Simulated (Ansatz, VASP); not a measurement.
**Sb in VASP and in Ansatz**

INCAR

```
SYSTEM = Sb
  ALGO = Normal
  EDIFF = 1E-6
  ENCUT = 520
  GGA = RP
  ISIF = 2
  ISMEAR = -1
  LASPH = .TRUE.
  LCHARG = .FALSE.
  LREAL = .FALSE.
  LWAVE = .FALSE.
  NBANDS = 14
  NELM = 100
  PREC = Accurate
  SIGMA = 0.1
```

Contents of KPOINTS:

```
k-points
0
G
  8 8 11
  0 0 0
```

The input POSCAR:

```
Sb
1.0
    5.6177127120      0.0000000000      0.0000000000
   -2.8088563560      4.8650819198      0.0000000000
    0.0000000000      0.0000000000      3.3499749163
Sb
3
Direct
    0.0000000000      0.0000000000      0.0000000000
    0.3333333333      0.6666666667      0.5000000000
    0.6666666667      0.3333333333      0.5000000000
```

Input for Ansatz:

```yaml
crystal:
  lattice:
    - [5.617712712, 0.0, 0.0]
    - [-2.808856356, 4.8650819198, 0.0]
    - [0.0, 0.0, 3.3499749163]
  atoms:
    - { symbol: Sb, position: [0.0, 0.0, 0.0] }
    - { symbol: Sb, position: [0.3333333333, 0.6666666667, 0.5] }
    - { symbol: Sb, position: [0.6666666667, 0.3333333333, 0.5] }
hamiltonian:
  xc: rpbe
  pseudopotentials:
    kind: paw
    azcp:
      Sb: "pseudopotentials/Sb.paw.azcp"
basis:
  ecutwfc: 420
  fft_grid_basis: typed
kpoints:
  mp_grid: { grid: [8, 8, 11], shift: [0, 0, 0] }
magnetization:
  spin_polarized: false
scf:
  occupations: { method: fermi_dirac, width: 0.1 }
  lower_state_search: "off"
output:
  stress: true
  write_density: true
  write_potential: true
  elf: true
  volumetric_format: npy
```

Alike in both runs: task single point; functional RPBE; k mesh 8 × 8 × 11; occupations fermi-dirac, width 0.1 eV; no spin polarisation.

```csv
,VASP,Ansatz
version,VASP 6.6.1,Ansatz 0.2.0
potentials or method,"VASP PAW PBE potentials, release 64 (Sb), cutoff 520 eV","plane waves (420 eV) with PAW, scalar-relativistic"
valence electrons in the cell,15,45
```

Ansatz gave:

| Property | Result |
| --- | --- |
| pressure (GPa) | -3.6 |
| traceless stress, the component that is largest in VASP (GPa) | -0.73 |

Question: Estimate VASP's values.

Answer: Pressure (GPa): -3.8; traceless stress, the component that is largest in VASP (GPa): -0.72.

VASP's potentials were made for PBE, not for RPBE. VASP's potentials hold 15 valence electrons a cell and Ansatz's 45, so a difference there can come from the potentials and not from the codes.

Neither program's run includes spin-orbit coupling.
